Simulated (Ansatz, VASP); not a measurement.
# One calculation of Mo2Br, two programs

```
Mo Br
1.0
     0.00000    3.80221    3.80221
     3.80221    0.00000    3.80221
     3.80221    3.80221    0.00000
Mo Br
4 2
Direct
  0.12500 0.12500 0.12500
  0.62500 0.12500 0.12500
  0.12500 0.12500 0.62500
  0.12500 0.62500 0.12500
  0.50000 0.50000 0.50000
  0.75000 0.75000 0.75000
```

Alike in both runs: functional r2SCAN; k mesh 8 × 8 × 8; occupations gaussian, width 0.1 eV; no spin polarisation.

Ansatz relaxed the structure, and its values are those at the end. VASP's run is a single point on that final structure, the one shown.

|  | VASP | Ansatz |
| --- | --- | --- |
| version | VASP 6.6.1 | Ansatz 0.2.0 |
| potentials or method | VASP PAW PBE potentials, release 64 (Mo_sv, Br), cutoff 520 eV | scalar-relativistic, plane waves, PAW |
| valence electrons in the cell | 70 | 70 |

```csv
,VASP,Ansatz,Ansatz less VASP
gap on the k mesh at the Fermi level (eV),none,none,-
pressure (GPa),0.5,0.0,-0.51
```

VASP's potentials were made for PBE, not for r2SCAN. A gap of «none» marks a metal or a gap that the smearing closes. With one functional, cell and mesh, what is left measures potentials, basis and numerics.
